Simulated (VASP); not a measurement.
SiC, 4 atoms in the cell. It takes space group P6_3mc (No. 186, hexagonal). The conventional cell has a = 3.097 Å, b = 3.097 Å, c = 5.082 Å, α = 90.00°, β = 90.00°, γ = 120.00°. Si (site symmetry 3m) has 4 C at 1.90 to 1.91 Å within 2.5 Å. C (site symmetry 3m) has 4 Si at 1.90 to 1.91 Å within 2.5 Å. 

```yaml
Program: VASP 6.6.1
Task: single point
Functional: PBE
Potentials_or_basis: VASP PAW PBE potentials, release 64 (Si, C)
Cutoff: 520 eV
k_mesh: 12 × 12 × 6
Occupations: gaussian, width 0.02 eV
Spin: no spin polarisation
Dipole_correction: no
Further_INCAR_settings: ALGO = Normal; EDIFF = 1e-07; NBANDS = 16
```

Potentials or basis: VASP PAW PBE potentials, release 64 (Si, C).

Command:

```console
$ cat potpaw_PBE.64/Si/POTCAR potpaw_PBE.64/C/POTCAR > POTCAR
$ mpirun -np 1 vasp_std > vasp.out
```

Hardware: 1 thread of Intel(R) Xeon(R) 6975P-C (Granite Rapids), with other jobs on the host.

**Question.** Estimate the wall time of this run.

**Answer.** Run time: 19 s on 1 thread of Intel(R) Xeon(R) 6975P-C (Granite Rapids), on a shared host, peak memory 0.17 GiB. Counts: scf iterations 14, k points 76.
